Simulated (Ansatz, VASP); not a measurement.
Au: VASP beside Ansatz

File INCAR:

```
SYSTEM = Au
PREC = Accurate
ENCUT = 520
EDIFF = 1E-6
ISMEAR = 0
SIGMA = 0.15
LREAL = .FALSE.
LASPH = .TRUE.
NELM = 100
ALGO = Normal
ISIF = 2
LWAVE = .FALSE.
LCHARG = .FALSE.
GGA = PS
NBANDS = 12
```

File KPOINTS:

```
regular mesh
0
G
  22 22 22
  0 0 0
```

The input POSCAR:

```
Au
1.0
   -0.8590561692      1.7181123384      1.7181123384
    1.7181123384     -0.8590561692      1.7181123384
    1.7181123384      1.7181123384     -0.8590561692
Au
1
Direct
    0.0000000000      0.0000000000      0.0000000000
```

Input for Ansatz:

```yaml
crystal:
  lattice:
    - [-0.8590561692, 1.7181123384, 1.7181123384]
    - [1.7181123384, -0.8590561692, 1.7181123384]
    - [1.7181123384, 1.7181123384, -0.8590561692]
  atoms:
    - { symbol: Au, position: [0.0, 0.0, 0.0] }
basis:
  ecutwfc: 420
kpoints:
  mp_grid: { grid: [22, 22, 22] }
hamiltonian:
  xc: pbesol
scf:
  occupations: { method: gaussian, width: 0.15 }
output:
  forces: true
  stress: true
  eigenvalues: true
```

Alike in both runs: task single point; functional PBEsol; k mesh 22 × 22 × 22; occupations gaussian, width 0.15 eV; no spin polarisation.

|  | VASP | Ansatz |
| --- | --- | --- |
| version | VASP 6.6.1 | Ansatz 0.2.0 |
| potentials or method | VASP PAW PBE potentials, release 64 (Au), cutoff 520 eV | scalar-relativistic, plane waves, PAW |
| valence electrons in the cell | 11 | 19 |

|  | VASP | Ansatz | Ansatz less VASP |
| --- | --- | --- | --- |
| gap on the k mesh at the Fermi level (eV) | none | none | - |
| pressure (GPa) | 25.0 | 25.4 | +0.33 |

VASP's potentials were made for PBE, not for PBEsol. A gap of «none» marks a metal or a gap that the smearing closes. The functional is the same, so the differences come from potentials, cutoffs and numerics. VASP's potentials hold 11 valence electrons a cell and Ansatz's 19, so a difference there can come from the potentials and not from the codes.

Spin-orbit coupling is off throughout.
